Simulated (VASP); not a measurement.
# B3Sb2P (P-6m2) in VASP: further runs, part 2 of 2

VASP 6.6.1. The steps go on from the part before.

## 4. Relaxation of cell and atoms, PBE

This run uses another cell than the first one, of 18.64 Å³/atom, 1.113 times its volume.

File INCAR:

```
SYSTEM = B3Sb2P
ALGO     = Normal         ! electronic algorithm
EDIFF    = 1E-7           ! SCF threshold, eV
EDIFFG   = -0.04          ! ionic threshold
ENCUT    = 600            ! plane-wave cutoff, eV
GGA      = PE             ! functional
IBRION   = 2              ! ionic algorithm
ISIF     = 3              ! what is computed and relaxed
ISMEAR   = 0              ! smearing method
LASPH    = .TRUE.         ! aspherical terms in the spheres
LCHARG   = .FALSE.        ! write CHGCAR
LREAL    = .FALSE.        ! projectors in reciprocal space
LWAVE    = .FALSE.        ! write WAVECAR
NELM     = 100            ! most SCF steps
NSW      = 90             ! ionic steps
PREC     = Accurate       ! precision mode
SIGMA    = 0.1            ! smearing width, eV
```

File KPOINTS:

```
k-points
0
G
  6 6 2
  0 0 0
```

File POSCAR:

```
B3Sb2P
1.0
    3.9470808600      0.0000000000      0.0000000000
   -1.9735404300      3.4182723000      0.0000000000
    0.0000000000      0.0000000000      8.2904976800
B Sb P
3 2 1
Direct
    0.0000000000      0.0000000000      0.5000000000
    0.3333333300      0.6666666700      0.0000000000
    0.3333333300      0.6666666700      0.5000000000
    0.6666666700      0.3333333300      0.2478670000
    0.6666666700      0.3333333300      0.7521330000
    0.0000000000      0.0000000000      0.0000000000
```

Run with:

```sh
$ cat potpaw_PBE.64/B/POTCAR potpaw_PBE.64/Sb/POTCAR potpaw_PBE.64/P/POTCAR > POTCAR
$ mpirun -np 1 vasp_std > vasp.out
```

Run time: 5.7 min. Hardware: 1 thread of Intel Xeon 6975P-C (Granite Rapids), shared host; peak memory 0.3 GiB.

Results (log left out):

```
Free energy                            : -31.3463 eV
Relaxed volume                         : 16.73 Å³/atom
Relaxed cell                           : a = 3.190 Å, b = 3.190 Å, c = 11.394 Å, α = 90.00°, β = 90.00°, γ = 120.00°
Space group after relaxing (to 0.05 Å) : P-6m2 (No. 187)
Energy gained by relaxing              : 991.5 meV/atom
Ionic steps                            : 25
Pressure after relaxing                : -0.2 GPa
Largest force after relaxing           : 0.032 eV/Å
Band gap on the k mesh                 : zero (band 12 reaches 10.96 eV, above the bottom of band 13 at 6.14 eV)
```

Forces on the atoms (eV/Å):
```
B    0.000  0.000  0.000
B    0.000  0.000  0.000
B    0.000  0.000  0.000
Sb   0.000  0.000  0.032
Sb   0.000  0.000 -0.032
P    0.000  0.000  0.000
```

Stress tensor (GPa, compression positive):
```
-0.26  0.00  0.00
 0.00 -0.26  0.00
 0.00  0.00 -0.02
```

The path:
```csv
step,energy change (eV),largest force (eV/Å),pressure (GPa),volume (Å³)
1,0.0000,0.4884,-16.30,111.86
2,-2.6804,1.6753,0.42,83.64
3,-2.7503,1.8037,6.33,80.08
4,-3.9965,1.6689,17.44,76.31
5,5.1944,0.3920,124.89,63.35
6,-4.3481,1.2882,22.03,74.99
7,-5.2325,1.0132,11.06,81.39
8,-5.4912,0.8789,6.88,85.71
9,-5.6519,0.9811,1.84,94.42
10,-5.6622,0.8997,3.00,91.93
11,-5.7471,0.7877,-0.68,93.73
12,-5.7501,0.7710,-1.48,94.16
13,-5.7918,0.6884,-0.75,93.60
14,-5.8453,0.0722,1.91,91.96
15,-5.8462,0.1164,1.63,92.13
16,-5.8717,0.0572,0.82,93.55
17,-5.9065,0.0860,-1.31,97.86
18,-5.9256,0.0935,-0.75,98.22
19,-5.9468,0.0179,0.75,99.17
20,-5.9470,0.0065,0.63,99.10
21,-5.9482,0.0364,0.35,99.59
22,-5.9486,0.0862,-0.10,100.42
23,-5.9487,0.0721,0.02,100.19
24,-5.9490,0.0496,-0.09,100.29
25,-5.9491,0.0316,-0.18,100.38
```

Final structure:
```xyz
6
Lattice="3.1896 0.0000 0.0000 -1.5948 2.7623 0.0000 0.0000 0.0000 11.3935" Properties=species:S:1:pos:R:3 pbc="T T T"
B     0.0000    0.0000    5.6968
B     0.0000    1.8415    0.0000
B     0.0000    1.8415    5.6968
Sb    1.5948    0.9208    3.5848
Sb    1.5948    0.9208    7.8088
P     0.0000    0.0000    0.0000
```

Levels at points of the mesh, in eV from the Fermi level:
```tsv
k point	band 9	band 10	band 11	band 12	band 13	band 14	band 15	band 16
(0.00, 0.00, 0.00)	-0.74	-0.62	-0.62	3.66	3.66	3.90	3.90	4.84
(0.50, 0.00, 0.00)	-3.93	-3.20	-2.28	-1.48	0.69	0.94	1.23	2.01
(0.00, 0.00, 0.50)	-0.62	-0.62	0.23	2.54	3.70	3.70	3.84	3.84
(0.50, 0.00, 0.50)	-4.08	-3.20	-1.96	-1.13	0.00	0.37	1.81	1.82
```

Caveat: the k points lie up to 0.38 Å⁻¹ apart in the final cell; spin-orbit coupling is left out, which moves the levels of the heavy elements; this functional lacks dispersion, which binds the layers, so the pressure and a relaxed spacing across them are unreliable.

## 5. Single point, PBE

This run uses another cell than the first one, of 16.36 Å³/atom, 0.977 times its volume.

File INCAR:

```
PREC     = Accurate       # precision mode
ENCUT    = 520            # plane-wave cutoff, eV
EDIFF    = 1E-6           # SCF threshold, eV
ISMEAR   = 0              # smearing method
SIGMA    = 0.1            # smearing width, eV
LREAL    = False          # projectors in reciprocal space
LASPH    = True           # aspherical terms in the spheres
NELM     = 100            # most SCF steps
ALGO     = Normal         # electronic algorithm
ISIF     = 2              # what is computed and relaxed
LWAVE    = False          # write WAVECAR
LCHARG   = True           # write CHGCAR
GGA      = PE             # functional
LELF     = True           # ELF
LVHAR    = True         
NBANDS   = 21             # bands
```

File KPOINTS:

```
regular mesh
0
Gamma
  12 12 4
```

File POSCAR:

```
B3Sb2P
1.0
    3.1910028974      0.0000000000      0.0000000000
   -1.5955014487      2.7634895727      0.0000000000
    0.0000000000      0.0000000000     11.1288322670
B Sb P
3 2 1
Direct
    0.0000000000      0.0000000000      0.5000000000
    0.3333333333      0.6666666667      0.0000000000
    0.3333333333      0.6666666667      0.5000000000
    0.6666666667      0.3333333333      0.3104681167
    0.6666666667      0.3333333333      0.6895318833
    0.0000000000      0.0000000000      0.0000000000
```

Run with:

```sh
$ cat potpaw_PBE.64/B/POTCAR potpaw_PBE.64/Sb/POTCAR potpaw_PBE.64/P/POTCAR > POTCAR
$ mpirun -np 1 vasp_std > vasp.out
```

Run time: 36 s. Hardware: 1 thread of Intel Xeon 6975P-C (Granite Rapids), shared host; peak memory 0.28 GiB.

Results (log left out):

```
Free energy            : -31.3383 eV
Pressure               : -0.2 GPa
Largest force          : 0.004 eV/Å
Band gap on the k mesh : zero (band 12 reaches 11.11 eV, above the bottom of band 13 at 6.16 eV)
```

Forces on the atoms (eV/Å):
```
B    0.000  0.000  0.000
B    0.000  0.000  0.000
B    0.000  0.000  0.000
Sb   0.000  0.000  0.004
Sb   0.000  0.000 -0.004
P    0.000  0.000  0.000
```

Stress tensor (GPa, compression positive):
```
-0.22  0.00  0.00
 0.00 -0.22  0.00
 0.00  0.00 -0.10
```

Levels at points of the mesh, in eV from the Fermi level:
| k point | band 10 | band 11 | band 12 | band 13 | band 14 | band 15 |
| --- | --- | --- | --- | --- | --- | --- |
| (0.00, 0.00, 0.00) | -0.35 | -0.35 | 3.73 | 3.73 | 4.02 | 4.02 |
| (0.50, 0.00, 0.00) | -2.93 | -2.33 | -1.39 | 1.01 | 1.14 | 1.44 |
| (0.00, 0.00, 0.50) | -0.35 | 0.68 | 2.91 | 3.78 | 3.78 | 3.95 |
| (0.50, 0.00, 0.50) | -2.93 | -1.89 | -0.88 | -0.02 | 0.65 | 1.95 |

Caveat: spin-orbit coupling is left out, which moves the levels of the heavy elements; this functional lacks dispersion, which binds the layers, so the pressure and a relaxed spacing across them are unreliable.

## 6. Relaxation of cell and atoms, PBE

File INCAR:

```
SYSTEM = B3Sb2P
ALGO = Normal
EDIFF = 1E-6
EDIFFG = -0.01
ENCUT = 600
GGA = PE
IBRION = 2
ISIF = 3
ISMEAR = 0
LASPH = .True.
LCHARG = .False.
LREAL = .False.
LWAVE = .False.
NELM = 80
NSW = 100
PREC = Accurate
SIGMA = 0.1
```

File KPOINTS:

```
k-points
0
Gamma
  12 12 4
  0 0 0
```

File POSCAR:

```
B3Sb2P
1.0
    3.1895650285      0.0000000000      0.0000000000
   -1.5947825143      2.7622443417      0.0000000000
    0.0000000000      0.0000000000     11.4026332722
B Sb P
3 2 1
Direct
    0.0000000000      0.0000000000      0.5000000000
    0.3333333333      0.6666666667      0.0000000000
    0.3333333333      0.6666666667      0.5000000000
    0.6666666667      0.3333333333      0.3149962645
    0.6666666667      0.3333333333      0.6850037355
    0.0000000000      0.0000000000      0.0000000000
```

Potentials or basis: VASP PAW PBE potentials, release 64 (B, Sb, P).

Run with:

```sh
$ cat potpaw_PBE.64/B/POTCAR potpaw_PBE.64/Sb/POTCAR potpaw_PBE.64/P/POTCAR > POTCAR
$ mpirun -np 1 vasp_std > vasp.out
```

It took 6.7 min on 1 thread of Intel Xeon 6975P-C (Granite Rapids), shared host; peak memory 0.36 GiB.

Results (log left out):

| Item | Value |
| --- | --- |
| Free energy | -31.3415 eV |
| Relaxed volume | 16.30 Å³/atom |
| Relaxed cell | a = 3.189 Å, b = 3.189 Å, c = 11.103 Å, α = 90.00°, β = 90.00°, γ = 120.00° |
| Space group after relaxing (to 0.05 Å) | P-6m2 (No. 187) |
| Energy gained by relaxing | 1.0 meV/atom |
| Ionic steps | 18 |
| Pressure after relaxing | 0.0 GPa |
| Largest force after relaxing | 0.006 eV/Å |
| Band gap on the k mesh | zero (band 12 reaches 11.15 eV, above the bottom of band 13 at 6.20 eV) |

Forces on the atoms (eV/Å):
```
B    0.000  0.000  0.000
B    0.000  0.000  0.000
B    0.000  0.000  0.000
Sb   0.000  0.000 -0.006
Sb   0.000  0.000  0.006
P    0.000  0.000  0.000
```

Step by step:
```csv
step,energy change (eV),largest force (eV/Å),pressure (GPa),volume (Å³)
1,0.0000,0.0196,-0.20,100.46
2,-0.0006,0.0496,-0.03,100.16
3,-0.0009,0.0824,0.16,99.83
4,-0.0013,0.0838,0.08,99.77
5,-0.0021,0.0892,-0.14,99.61
6,-0.0019,0.1020,-0.56,99.28
7,-0.0023,0.0945,-0.32,99.47
8,-0.0026,0.0921,-0.31,99.41
9,-0.0032,0.0839,-0.29,99.21
10,-0.0042,0.0673,-0.25,98.82
11,-0.0054,0.0348,-0.16,98.04
12,-0.0055,0.0223,-0.12,97.73
13,-0.0057,0.0147,0.01,97.74
14,-0.0057,0.0125,0.06,97.75
15,-0.0057,0.0114,0.07,97.75
16,-0.0057,0.0116,0.07,97.75
17,-0.0057,0.0119,0.06,97.75
18,-0.0057,0.0061,0.03,97.79
```

Final structure:
```yaml
crystal:
  lattice:
    - [3.18909, 0.00000, 0.00000]
    - [-1.59455, 2.76184, 0.00000]
    - [0.00000, 0.00000, 11.10254]
  atoms:
    - { symbol: B, position: [0.00000, 0.00000, 0.50000] }
    - { symbol: B, position: [0.33333, 0.66667, 0.00000] }
    - { symbol: B, position: [0.33333, 0.66667, 0.50000] }
    - { symbol: Sb, position: [0.66667, 0.33333, 0.31017] }
    - { symbol: Sb, position: [0.66667, 0.33333, 0.68983] }
    - { symbol: P, position: [0.00000, 0.00000, 0.00000] }
```

Levels at points of the mesh, in eV from the Fermi level:
```csv
k point,band 10,band 11,band 12,band 13,band 14,band 15
"(0.00, 0.00, 0.00)",-0.35,-0.35,3.73,3.73,4.02,4.02
"(0.50, 0.00, 0.00)",-2.94,-2.34,-1.40,1.02,1.15,1.45
"(0.00, 0.00, 0.50)",-0.35,0.70,2.92,3.78,3.78,3.95
"(0.50, 0.00, 0.50)",-2.94,-1.89,-0.88,-0.03,0.65,1.96
```

Caveat: spin-orbit coupling is left out, which moves the levels of the heavy elements; this functional lacks dispersion, which binds the layers, so the pressure and a relaxed spacing across them are unreliable.

## 7. Overview

| task | cell | k mesh | cutoff (eV) | gap on the mesh (eV) | pressure (GPa) | relaxed volume (Å³/atom) | largest force (eV/Å) |
| --- | --- | --- | --- | --- | --- | --- | --- |
| single point | a = 3.190, b = 3.190, c = 11.403 Å, angles 90.0, 90.0, 120.0°, 6 atoms | 6 × 6 × 2 | 520 | none | -0.1 | - | 0.01 |
| single point | a = 3.947, b = 3.947, c = 8.290 Å, angles 90.0, 90.0, 120.0°, 6 atoms | 6 × 6 × 2 | 520 | none | -16.3 | - | 0.49 |
| relaxation of cell and atoms | relaxed from a = 3.947, b = 3.947, c = 8.290 Å, angles 90.0, 90.0, 120.0°, 6 atoms | 6 × 6 × 2 | 600 | none | -0.2 | 16.73 | 0.03 |
| single point | a = 3.191, b = 3.191, c = 11.129 Å, angles 90.0, 90.0, 120.0°, 6 atoms | 12 × 12 × 4 | 520 | none | -0.2 | - | - |
| relaxation of cell and atoms | relaxed from a = 3.190, b = 3.190, c = 11.403 Å, angles 90.0, 90.0, 120.0°, 6 atoms | 12 × 12 × 4 | 600 | none | 0.0 | 16.30 | 0.01 |

Alike in all rows: level PBE; potentials or basis VASP PAW PBE potentials, release 64 (B, Sb, P); no spin polarisation; smearing gaussian 0.1 eV.

Caveats: some runs use coarse meshes; spin-orbit coupling is left out, which moves the levels of the heavy elements; this functional lacks dispersion, which binds the layers, so the pressure and a relaxed spacing across them are unreliable (some runs).

Total energies depend on the potentials used, so only differences within one code and one set of settings carry meaning.
